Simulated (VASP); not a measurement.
A run of VASP 6.6.1:

Contents of INCAR:

```
  PREC = Accurate
  ENCUT = 600
  EDIFF = 1E-6
  ISMEAR = 0
  SIGMA = 0.1
  LREAL = F
  LASPH = T
  NELM = 100
  ALGO = Normal
  ISIF = 3
  LWAVE = F
  LCHARG = F
  GGA = PS
  IBRION = 2
  NSW = 80
  EDIFFG = -0.01
```

Contents of KPOINTS:

```
Automatic mesh
0
Gamma
  16 16 16
```

Contents of POSCAR:

```
Zr
1.0
    0.0000000000      2.2285903769      2.2285903769
    2.2285903769      0.0000000000      2.2285903769
    2.2285903769      2.2285903769      0.0000000000
Zr
1
Direct
    0.0000000000      0.0000000000      0.0000000000
```

Potentials or basis: VASP PAW PBE potentials, release 64 (Zr_sv).

The run is started by

```bash
$ cat potpaw_PBE.64/Zr_sv/POTCAR > POTCAR
$ mpirun -np 1 vasp_std > vasp.out
```

Hardware: 1 thread of Intel Xeon 8259CL, with other jobs on the host.

Task: How long does it take, and how much memory?

Result: Wall time 2.4 min on 1 thread of Intel Xeon 8259CL (shared host), peak memory 0.2 GiB. Counts: scf iterations 26, k points 145, ion steps 3.
